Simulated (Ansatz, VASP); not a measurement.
## ZnSe3 in VASP and in Ansatz

Contents of INCAR:

```
ALGO     = Normal         # electronic algorithm
EDIFF    = 1E-7           # SCF threshold, eV
EDIFFG   = -0.001         # ionic threshold
ENCUT    = 600            # plane-wave cutoff, eV
GGA      = PE             # functional
IBRION   = 2              # ionic algorithm
ISIF     = 3              # what is computed and relaxed
ISMEAR   = 0              # smearing method
LASPH    = True           # aspherical terms in the spheres
LCHARG   = False          # write CHGCAR
LREAL    = False          # projectors in reciprocal space
LWAVE    = False          # write WAVECAR
NELM     = 80             # most SCF steps
NSW      = 80             # ionic steps
PREC     = Accurate       # precision mode
SIGMA    = 0.01           # smearing width, eV
```

File KPOINTS:

```
k-points
0
Gamma
  6 6 4
```

File POSCAR:

```
ZnSe3
1.0
    5.6791074488      0.0000000000      0.0000000000
    0.0000000000      5.6791074488      0.0000000000
    0.0000000000      0.0000000000      7.8784602020
Zn Se
2 6
Direct
    0.5000000000      0.5000000000      0.0000000000
    0.0000000000      0.0000000000      0.0000000000
    0.5000000000      0.0000000000      0.6516243887
    0.2516464342      0.2483535658      0.8171291972
    0.7483535658      0.7516464342      0.8171291972
    0.0000000000      0.5000000000      0.3483756113
    0.2483535658      0.7483535658      0.1828708028
    0.7516464342      0.2516464342      0.1828708028
```

Input for Ansatz:

```yaml
crystal:
  lattice:
    - [5.6791074488, 0.0, 0.0]
    - [0.0, 5.6791074488, 0.0]
    - [0.0, 0.0, 7.878460202]
  atoms:
    - { symbol: Zn, position: [0.5, 0.5, 0.0] }
    - { symbol: Zn, position: [0.0, 0.0, 0.0] }
    - { symbol: Se, position: [0.5, 0.0, 0.6516243887] }
    - { symbol: Se, position: [0.2516464342, 0.2483535658, 0.8171291972] }
    - { symbol: Se, position: [0.7483535658, 0.7516464342, 0.8171291972] }
    - { symbol: Se, position: [0.0, 0.5, 0.3483756113] }
    - { symbol: Se, position: [0.2483535658, 0.7483535658, 0.1828708028] }
    - { symbol: Se, position: [0.7516464342, 0.2516464342, 0.1828708028] }
basis:
  ecutwfc: 420
kpoints:
  mp_grid: { grid: [6, 6, 4] }
hamiltonian:
  xc: pbe
scf:
  occupations: { method: fixed }
output:
  forces: true
  stress: true
  eigenvalues: true
  write_density: true
  write_potential: true
  elf: true
  volumetric_format: npy
relax:
  adjacent_minimum: "off"
  f_tol: 0.001
  max_steps: 60
  cell: { stress_tol: 0.01 }
```

Alike in both runs: task relaxation of cell and atoms; functional PBE; k mesh 6 × 6 × 4; no spin polarisation.

```csv
,VASP,Ansatz
version,VASP 6.6.1,Ansatz 0.2.0
potentials or method,"VASP PAW PBE potentials, release 64 (Zn, Se), cutoff 600 eV","scalar-relativistic, plane waves, PAW"
occupations,"gaussian, width 0.01 eV",fixed
valence electrons in the cell,60,120
```

|  | VASP | Ansatz | Ansatz less VASP |
| --- | --- | --- | --- |
| gap on the k mesh at the Fermi level, each at its own relaxed structure (eV) | 1.02 | 1.02 | +0.002 |
| relaxed volume (Å³/atom) | 31.83 | 31.76 | -0.071 |
| relaxed length of the cell vector where the two differ most in proportion (Å) | 5.682 | 5.676 | -0.0055 |

VASP's potentials hold 60 valence electrons a cell and Ansatz's 120, so a difference there can come from the potentials and not from the codes.
